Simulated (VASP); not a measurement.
# AlN (F-43m) in VASP: further runs

Runs on AlN. Level: LDA. Tasks: single point, relaxation of cell and atoms.

All numbers are computed with VASP 6.6.1; they aren't measurements. Logs are shortened: lines on timing, memory, paths and dates and some standing lists are left out, and cuts for length are marked.

## 1. The cell of the first run

The structure is cubic, space group F-43m (No. 216). Conventional cell: a = 4.342 Å, b = 4.342 Å, c = 4.342 Å, α = 90.00°, β = 90.00°, γ = 90.00°. Al (site symmetry -43m) has 4 N at 1.88 Å within 2.5 Å. Within 2.5 Å of N (site symmetry -43m) lie 4 Al at 1.88 Å.

## 2. Single point, LDA

INCAR reads:

```
SYSTEM = AlN
ALGO = Normal
EDIFF = 1E-6
ENCUT = 520
GGA = CA
ISIF = 2
ISMEAR = -1
LASPH = .True.
LCHARG = .False.
LREAL = .False.
LWAVE = .False.
NBANDS = 11
NELM = 100
PREC = Accurate
SIGMA = 0.08
```

KPOINTS reads:

```
k-points
0
Gamma
  18 18 18
  0 0 0
```

POSCAR reads:

```
AlN
1.0
    0.0000000000      2.1711476922      2.1711476922
    2.1711476922      0.0000000000      2.1711476922
    2.1711476922      2.1711476922      0.0000000000
Al N
1 1
Direct
    0.0000000000      0.0000000000      0.0000000000
    0.2500000000      0.2500000000      0.2500000000
```

Potentials or basis: VASP PAW LDA potentials, release 64 (Al, N).

Command:

```
$ cat potpaw_LDA.64/Al/POTCAR potpaw_LDA.64/N/POTCAR > POTCAR
$ mpirun -np 1 vasp_std > vasp.out
```

OUTCAR:

```text
SYSTEM = AlN
   EDIFF = 1E-6
   ENCUT = 520
   GGA = CA
   ISIF = 2
   ISMEAR = -1
   LASPH = .True.
   LREAL = .False.
   NELM = 100
   PREC = Accurate

 ion  position               nearest neighbor table
   1  0.000  0.000  0.000-   2 1.88   2 1.88   2 1.88   2 1.88
   2  0.250  0.250  0.250-   1 1.88   1 1.88   1 1.88   1 1.88

  LATTYP: Found a face centered cubic cell.
 ALAT       =     4.3422953844

  Lattice vectors:

 A1 = (   0.0000000000,   2.1711476922,   2.1711476922)
 A2 = (   2.1711476922,   0.0000000000,   2.1711476922)
 A3 = (   2.1711476922,   2.1711476922,   0.0000000000)

Analysis of symmetry for initial positions (statically):
=====================================================================
 Subroutine PRICEL returns:
 Original cell was already a primitive cell.

 Routine SETGRP: Setting up the symmetry group for a
 face centered cubic supercell.

 Subroutine GETGRP returns: Found 24 space group operations
 (whereof 24 operations were pure point group operations)
 out of a pool of 48 trial point group operations.

The static configuration has the point symmetry T_d .

Analysis of symmetry for dynamics (positions and initial velocities):
=====================================================================
 Subroutine PRICEL returns:
 Original cell was already a primitive cell.

 Routine SETGRP: Setting up the symmetry group for a
 face centered cubic supercell.

 Subroutine GETGRP returns: Found 24 space group operations
 (whereof 24 operations were pure point group operations)
 out of a pool of 48 trial point group operations.

The dynamic configuration has the point symmetry T_d .

 Subroutine INISYM returns: Found 24 space group operations
 (whereof 24 operations are pure point group operations),
 and found     1 'primitive' translations

----------------------------------------------------------------------------------------

                                     Primitive cell

  volume of cell :      20.4691

  direct lattice vectors                    reciprocal lattice vectors
     0.000000000  2.171147692  2.171147692    -0.230292947  0.230292947  0.230292947
     2.171147692  0.000000000  2.171147692     0.230292947 -0.230292947  0.230292947
     2.171147692  2.171147692  0.000000000     0.230292947  0.230292947 -0.230292947

  length of vectors
     3.070466512  3.070466512  3.070466512     0.398879085  0.398879085  0.398879085

  position of ions in fractional coordinates (direct lattice)
     0.000000000  0.000000000  0.000000000
     0.250000000  0.250000000  0.250000000

  ion indices of the primitive-cell ions
   primitive index   ion index
                 1           1
                 2           2

----------------------------------------------------------------------------------------

 KPOINTS: k-points

Automatic generation of k-mesh.
 Grid dimensions read from file:
 generate k-points for:   18   18   18

 Generating k-lattice:

  Cartesian coordinates                     Fractional coordinates (reciprocal lattice)
    -0.012794053  0.012794053  0.012794053     0.055555556  0.000000000  0.000000000
     0.012794053 -0.012794053  0.012794053     0.000000000  0.055555556  0.000000000
     0.012794053  0.012794053 -0.012794053     0.000000000  0.000000000  0.055555556

  Length of vectors
     0.022159949  0.022159949  0.022159949

  Shift w.r.t. Gamma in fractional coordinates (k-lattice)
     0.000000000  0.000000000  0.000000000

 Subroutine IBZKPT returns following result:
 ===========================================

 Found    195 irreducible k-points:

 Following reciprocal coordinates:
            Coordinates               Weight
  0.000000  0.000000  0.000000      1.000000
  0.055556  0.000000  0.000000      8.000000
  0.111111  0.000000  0.000000      8.000000
  0.166667  0.000000  0.000000      8.000000
  0.222222  0.000000  0.000000      8.000000
  0.277778  0.000000  0.000000      8.000000
[... 16 lines left out ...]
 -0.277778  0.055556  0.000000     24.000000
 -0.222222  0.055556  0.000000     24.000000
 [... further k-points ...]
   k-points           NKPTS =    195   k-points in BZ     NKDIM =    195   number of bands    NBANDS=     11
   number of dos      NEDOS =    301   number of ions     NIONS =      2
   total plane-waves  NPLWV =  13824
   dimension x,y,z NGX =    24 NGY =   24 NGZ =   24
   dimension x,y,z NGXF=    48 NGYF=   48 NGZF=   48
   ions per type =               1   1
   NGX,Y,Z   is equivalent  to a cutoff of  12.99, 12.99, 12.99 a.u.
   NGXF,Y,Z  is equivalent  to a cutoff of  25.99, 25.99, 25.99 a.u.
 SYSTEM =  AlN
   PREC   = accura    normal or accurate (medium, high low for compatibility)
   ISTART =      0    job   : 0-new  1-cont  2-samecut
   ICHARG =      2    charge: 1-file 2-atom 10-const
   ISPIN  =      1    spin polarized calculation?
   LNONCOLLINEAR =      F non collinear calculations
   LSORBIT =      F    spin-orbit coupling
   LASPH  =      T    aspherical Exc in radial PAW
   ENCUT  =  520.0 eV  38.22 Ry    6.18 a.u.   5.71  5.71  5.71*2*pi/ulx,y,z
   NELM   =    100;   NELMIN=  2; NELMDL= -5     # of ELM steps
   EDIFF  = 0.1E-05   stopping-criterion for ELM
   LREAL  =      F    real-space projection
   EDIFFG = 0.1E-04   stopping-criterion for IOM
   NSW    =      0    number of steps for IOM
   IBRION =     -1    ionic relax: 0-MD 1-quasi-New 2-CG
   NFREE  =      0    steps in history (QN), initial steepest desc. (CG)
   ISIF   =      2    stress and relaxation
   ISYM   =      2    0-nonsym 1-usesym 2-fastsym
   POTIM  = 0.5000    time-step for ionic-motion
   TEBEG  =    0.0;   TEEND  =   0.0 temperature during run
   PSTRESS=    0.0 pullay stress
   NELECT =       8.0000    total number of electrons
   NUPDOWN=      -1.0000    fix difference up-down
   EMIN   =  10.00;   EMAX   =-10.00  energy-range for DOS
   EFERMI =   0.00;   METHOD = LEGACY
   ISMEAR =    -1;   SIGMA  =   0.08  broadening in eV -4-tet -1-fermi 0-gaus
   EFERMI_NEDOS =   21; number of points for ismear=-14 and -15
   IALGO  =     38    algorithm
   IMIX   =      4    mixing-type and parameters
     AMIX     =   0.40;   BMIX     =  1.00
     AMIX_MAG =   1.60;   BMIX_MAG =  1.00
  volume/ion in A,a.u.               =      10.23        69.07
  Fermi-wavevector in a.u.,A,eV,Ry     =   1.196939  2.261887 19.492573  1.432664
  Thomas-Fermi vector in A             =   2.332867
   LORBIT       =      0    0 simple, 1 ext, 2 COOP (PROOUT), +10 PAW based schemes
   GGA     = CA    functional components
   LHFCALC =     F    Hartree Fock is set to
   AEXX    =    0.0000 exact exchange contribution
   IVDW    =     0    specifies the selected vdW correction
   LEPSILON=     F    determine dielectric tensor
   LRPA    =     F    only Hartree local field effects (RPA)
 non-spin polarized calculation
  energy-cutoff  :      520.00
  volume of cell :       20.47
 maximum number of plane-waves:       568
   NGX = 11   NGY = 11   NGZ = 11

 number of electron       8.0000000 magnetization

 Free energy of the ion-electron system (eV)
  ---------------------------------------------------
  ext. energy  EPLUGINS =         0.00000000
  ---------------------------------------------------
  free energy    TOTEN  =       -16.37545179 eV

  energy without entropy =      -16.37545179  energy(sigma->0) =      -16.37545179

 E-fermi :   7.5883     XC(G=0): -11.3436

 val. band max:        5.8768469284   @ k =   0.0000   0.0000   0.0000
 cond. band min:       9.1074568105   @ k =   0.5000   0.5000   0.0000
 fundamental gap:      3.2306098822
 Fermi energy:         7.5883414124

 k-point     1 :       0.0000    0.0000    0.0000
  band No.  band energies     occupation
      1      -9.0503      2.00000
      2       5.8768      2.00000
      3       5.8768      2.00000
      4       5.8768      2.00000
      5      10.2702      0.00000
      6      18.3847      0.00000
      7      18.3847      0.00000
      8      18.3847      0.00000
      9      23.5407      0.00000
     10      23.5407      0.00000
     11      24.9599      0.00000

 k-point     2 :       0.0556    0.0000    0.0000
  band No.  band energies     occupation
      1      -9.0028      2.00000
      2       5.6006      2.00000
      3       5.8601      2.00000
      4       5.8601      2.00000
      5      10.4954      0.00000
      6      18.2573      0.00000
      7      18.4349      0.00000
      8      18.4349      0.00000
      9      22.9221      0.00000
     10      22.9221      0.00000
     11      24.6285      0.00000

 k-point     3 :       0.1111    0.0000    0.0000
  band No.  band energies     occupation
      1      -8.8624      2.00000
      2       4.9110      2.00000
      3       5.8127      2.00000
      4       5.8127      2.00000
      5      11.0284      0.00000
      6      17.9247      0.00000
      7      18.5393      0.00000
      8      18.5393      0.00000
      9      22.1381      0.00000
     10      22.1381      0.00000
     11      24.0414      0.00000

 k-point     4 :       0.1667    0.0000    0.0000
  band No.  band energies     occupation
      1      -8.6352      2.00000
      2       4.0209      2.00000
      3       5.7424      2.00000
      4       5.7424      2.00000
      5      11.6475      0.00000
      6      17.4903      0.00000
      7      18.5516      0.00000
      8      18.5516      0.00000
      9      21.7236      0.00000
     10      21.7236      0.00000
     11      23.5233      0.00000
[... 239 lines left out ...]
 k-point    22 :      -0.3333    0.0556    0.0000
  band No.  band energies     occupation
      1      -7.4379      2.00000
      2       1.0324      2.00000
      3       5.2250      2.00000
      4       5.5374      2.00000
      5      13.1785      0.00000
      6      15.9040      0.00000
      7      17.4309      0.00000
      8      17.5947      0.00000
      9      22.9998      0.00000
     10      23.4456      0.00000
     11      24.6337      0.00000

 k-point    23 :      -0.2778    0.0556    0.0000
  band No.  band energies     occupation
      1      -7.8141      2.00000
      2       1.8378      2.00000
      3       5.2867      2.00000
      4       5.6308      2.00000
      5      12.8938      0.00000
      6      16.3605      0.00000
      7      17.7906      0.00000
      8      17.7982      0.00000
      9      21.9942      0.00000
     10      23.1191      0.00000
     11      23.9636      0.00000

 k-point    24 :      -0.2222    0.0556    0.0000
  band No.  band energies     occupation
      1      -8.1813      2.00000
      2       2.7392      2.00000
      3       5.3758      2.00000
      4       5.7223      2.00000
      5      12.4863      0.00000
      6      16.8451      0.00000
      7      18.0513      0.00000
      8      18.2265      0.00000
      9      21.2269      0.00000
     10      22.6277      0.00000
     11      23.8300      0.00000

 [... further k-points ...]
[... 5 lines left out ...]
  --------------------------------------------------------------------------------------
  -------------------------------------------------------------------------------------
  Total        0.0801538      0.0801538      0.0801538      0.0000000      0.0000000      0.0000000
  in kB        6.2738831      6.2738831      6.2738831      0.0000000      0.0000000      0.0000000
  external PRESSURE =       6.2738831 kB  Pullay stress =       0.0000000 kB

 VOLUME and BASIS-vectors are now :
 -----------------------------------------------------------------------------
  energy-cutoff  :      520.00
  volume of cell :       20.47
      direct lattice vectors                 reciprocal lattice vectors
     0.000000000  2.171147692  2.171147692    -0.230292947  0.230292947  0.230292947
     2.171147692  0.000000000  2.171147692     0.230292947 -0.230292947  0.230292947
     2.171147692  2.171147692  0.000000000     0.230292947  0.230292947 -0.230292947

 POSITION                                       TOTAL-FORCE (eV/Angst)
 -----------------------------------------------------------------------------------
      0.00000      0.00000      0.00000        -0.000000     -0.000000     -0.000000
      1.08557      1.08557      1.08557         0.000000      0.000000      0.000000
 -----------------------------------------------------------------------------------
    total drift:                               -0.000000     -0.000000     -0.000000

  FREE ENERGIE OF THE ION-ELECTRON SYSTEM (eV)
  ---------------------------------------------------
  free  energy   TOTEN  =       -16.3754517929 eV

  energy  without entropy=      -16.3754517929  energy(sigma->0) =      -16.37545179
```

Wall time 69 s (1 thread of Intel Xeon 8259CL, shared host); peak memory 0.12 GiB.

Results:

```
Free energy            : -16.3755 eV
Pressure               : 0.6 GPa
Band gap on the k mesh : 3.23 eV (least direct gap 4.39 eV)
```

Levels at points of the mesh, in eV from the valence-band top:
```
           k point  band 1  band 2  band 3  band 4  band 5  band 6  band 7  band 8  band 9
(0.00, 0.00, 0.00)  -14.93    0.00    0.00    0.00    4.39   12.51   12.51   12.51   17.66
(0.50, 0.00, 0.00)  -12.75   -5.98   -0.49   -0.49    7.43    9.89   11.07   11.07   17.97
(0.50, 0.50, 0.00)  -12.08   -5.01   -1.81   -1.81    3.23    8.52   13.99   15.71   15.71
```

A k mesh can miss the band edges.

(Part 1 of 2 ends here.)
